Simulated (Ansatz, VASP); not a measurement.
# One calculation of ZnSe, two programs

```xyz
2
Lattice="0.0000 2.7474 2.7474 2.7474 0.0000 2.7474 2.7474 2.7474 0.0000" Properties=species:S:1:pos:R:3 pbc="T T T"
Zn    0.0000    0.0000    0.0000
Se    1.3737    1.3737    1.3737
```

Change from the starting cell: hydrostatic strain -3.0%.

Alike in both runs: task single point; functional r2SCAN; k mesh 8 × 8 × 8; non-collinear spin, spin-orbit coupling.

```csv
,VASP,Ansatz
version,VASP 6.6.1,Ansatz 0.2.0
potentials or method,"VASP PAW PBE potentials, release 64 (Zn, Se)","plane waves, PAW"
plane-wave cutoff (eV),520,500
occupations,"gaussian, width 0.01 eV",fixed
valence electrons in the cell,18,28
```

|  | VASP | Ansatz | Ansatz less VASP |
| --- | --- | --- | --- |
| pressure (GPa) | 7.5 | 7.3 | -0.18 |
| net moment per atom (μB) | 0.00 | 0.00 | 0.000 |

VASP's potentials were made for PBE, not for r2SCAN. VASP's potentials hold 18 valence electrons a cell and Ansatz's 28, so a difference there can come from the potentials and not from the codes.
